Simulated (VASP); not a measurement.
A run of VASP 6.6.1:

Contents of POSCAR:

```
As
1.0
    1.9055470646      1.1001681106      3.5603049553
   -1.9055470646      1.1001681106      3.5603049553
    0.0000000000     -2.2003362214      3.5603049553
As
2
Direct
    0.2260000000      0.2260000000      0.2260000000
    0.7740000000      0.7740000000      0.7740000000
```

INCAR.step1

```
PREC = Accurate
ENCUT = 520
ISMEAR = -1
SIGMA = 0.05
LREAL = False
LASPH = True
NELM = 80
NBANDS = 12
GGA = PE
ALGO = Normal
EDIFF = 1E-4
LWAVE = True
LCHARG = False
```

INCAR.step2

```
PREC = Accurate
ENCUT = 520
EDIFF = 1E-6
ISMEAR = -1
SIGMA = 0.05
LREAL = False
LASPH = True
NELM = 80
ALGO = Normal
ISIF = 2
LWAVE = False
LCHARG = True
METAGGA = R2SCAN
LMIXTAU = True
LELF = True
LVHAR = True
NBANDS = 12
ISTART = 1
```

The input KPOINTS:

```
Automatic mesh
0
Gamma
  9 9 9
```

Potentials or basis: VASP PAW PBE potentials, release 64 (As).

The run is started by

```console
$ cat potpaw_PBE.64/As/POTCAR > POTCAR
$ cp INCAR.step1 INCAR
$ mpirun -np 1 vasp_std > vasp.out
$ cp INCAR.step2 INCAR
$ mpirun -np 1 vasp_std > vasp.out
```

Hardware: 1 thread of Intel(R) Xeon(R) 6975P-C (Granite Rapids), on a shared host.

How long does it take, and how much memory?

Run time: 74 s on 1 thread of Intel(R) Xeon(R) 6975P-C (Granite Rapids) (shared host), peak memory 0.2 GiB. Counts: k points 85.
